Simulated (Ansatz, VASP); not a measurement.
**HfO2 in VASP and in Ansatz**

File POSCAR:

```
HfO2
1.0
    0.0000000000      2.5291823181      2.5291823181
    2.5291823181      0.0000000000      2.5291823181
    2.5291823181      2.5291823181      0.0000000000
Hf O
1 2
Direct
    0.0000000000      0.0000000000      0.0000000000
    0.2500000000      0.2500000000      0.2500000000
    0.7500000000      0.7500000000      0.7500000000
```

INCAR.step1

```
SYSTEM = HfO2
  PREC = Accurate
  ENCUT = 520
  EDIFF = 1E-5
  ISMEAR = 0
  SIGMA = 0.01
  LREAL = .False.
  LASPH = .True.
  NELM = 100
  ALGO = Normal
  ISIF = 2
  LWAVE = .True.
  LCHARG = .False.
  GGA = PE
  NBANDS = 18
```

Contents of INCAR.step2:

```
SYSTEM = HfO2
  PREC = Accurate
  ENCUT = 520
  EDIFF = 1E-6
  ISMEAR = 0
  SIGMA = 0.01
  LREAL = .False.
  LASPH = .True.
  NELM = 100
  ALGO = Normal
  ISIF = 2
  LWAVE = .False.
  LCHARG = .False.
  GGA = PE
  LHFCALC = .True.
  HFSCREEN = 0.2079
  PRECFOCK = Normal
  ISTART = 1
  NBANDS = 18
```

File KPOINTS:

```
regular mesh
0
Gamma
  4 4 4
  0 0 0
```

Input for Ansatz:

```yaml
crystal:
  lattice:
    - [0.0, 2.5291823181, 2.5291823181]
    - [2.5291823181, 0.0, 2.5291823181]
    - [2.5291823181, 2.5291823181, 0.0]
  atoms:
    - { symbol: Hf, position: [0.0, 0.0, 0.0] }
    - { symbol: O, position: [0.25, 0.25, 0.25] }
    - { symbol: O, position: [0.75, 0.75, 0.75] }
kpoints:
  mp_grid: { grid: [4, 4, 4] }
hamiltonian:
  xc: hse06
scf:
  occupations: { method: fixed }
  n_extra_bands: 4
output:
  forces: true
  stress: true
  eigenvalues: true
```

Alike in both runs: task single point; functional HSE06; k mesh 4 × 4 × 4; no spin polarisation.

|  | VASP | Ansatz |
| --- | --- | --- |
| version | VASP 6.6.1 | Ansatz 0.2.0 |
| potentials or method | VASP PAW PBE potentials, release 64 (Hf_pv, O) | plane waves, PAW |
| plane-wave cutoff (eV) | 520 | 420 |
| occupations | gaussian, width 0.01 eV | fixed |
| valence electrons in the cell | 22 | 38 |

Ansatz gave:

```
gap on the k mesh at the Fermi level (eV) : 5.41
pressure (GPa)                            : -0.4
```

**Question.** What did VASP give for the same quantities?

**Answer.** gap on the k mesh at the Fermi level (eV): 5.36; pressure (GPa): -5.3.

One of these differences is far larger than is usual between the two programs; its cause wasn't traced. VASP's potentials hold 22 valence electrons a cell and Ansatz's 38, so a difference there can come from the potentials and not from the codes. Ansatz's warnings: stress exchange threshold loose, stress scf threshold loose.

The k mesh is coarse, so the values compare programs but aren't converged. Spin-orbit coupling is off throughout.
